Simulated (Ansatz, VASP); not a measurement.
## SiC in VASP and in Ansatz

File INCAR:

```
SYSTEM = SiC
  ALGO = Normal
  EDIFF = 1E-6
  ENCUT = 600
  GGA = PE
  GGA_COMPAT = .False.
  ISIF = 2
  ISMEAR = 0
  LASPH = .True.
  LCHARG = .False.
  LREAL = .False.
  LWAVE = .False.
  NBANDS = 11
  NELM = 120
  PREC = Accurate
  SIGMA = 0.01
```

Contents of KPOINTS:

```
k-points
0
Gamma
  4 4 4
  0 0 0
```

The input POSCAR:

```
SiC
1.0
    0.0000000000      2.1449594900      2.1449594900
    2.1449594900      0.0000000000      2.1449594900
    2.1449594900      2.1449594900      0.0000000000
Si C
1 1
Direct
    0.0000000000      0.0000000000      0.0000000000
    0.2500000000      0.2500000000      0.2500000000
```

Input for Ansatz:

```yaml
crystal:
  lattice:
    - [0.0, 2.14495949, 2.14495949]
    - [2.14495949, 0.0, 2.14495949]
    - [2.14495949, 2.14495949, 0.0]
  atoms:
    - { symbol: Si, position: [0.0, 0.0, 0.0] }
    - { symbol: C, position: [0.25, 0.25, 0.25] }
basis:
  precision: f64
  xc_grid: 2
  ecutwfc: 700
  ecutrho_ratio: 4
kpoints:
  mp_grid: { grid: [4, 4, 4], shift: [0, 0, 0] }
hamiltonian:
  xc: pbe
  dispersion: none
  pseudopotentials:
    kind: paw
    azcp:
      C: "pseudopotentials/C.paw.azcp"
      Si: "pseudopotentials/Si.paw.azcp"
magnetization:
  spin_polarized: false
scf:
  lower_state_search: "off"
  max_iter: 200
  occupations: { method: fixed }
  convergence: { dr2_threshold: "1e-10 eV" }
output:
  forces: true
  stress: true
  eigenvalues: true
```

Alike in both runs: task single point; functional PBE; k mesh 4 × 4 × 4; no spin polarisation.

|  | VASP | Ansatz |
| --- | --- | --- |
| version | VASP 6.6.1 | Ansatz 0.2.0-dev |
| potentials or method | VASP PAW PBE potentials, release 64 (Si, C), cutoff 600 eV | hard PAW set made for 700 eV |
| occupations | gaussian, width 0.01 eV | fixed |

```tsv
	VASP	Ansatz	Ansatz less VASP
gap on the k mesh at the Fermi level (eV)	1.26	1.26	+0.001
```

The k mesh is coarse, so the values compare programs but aren't converged.
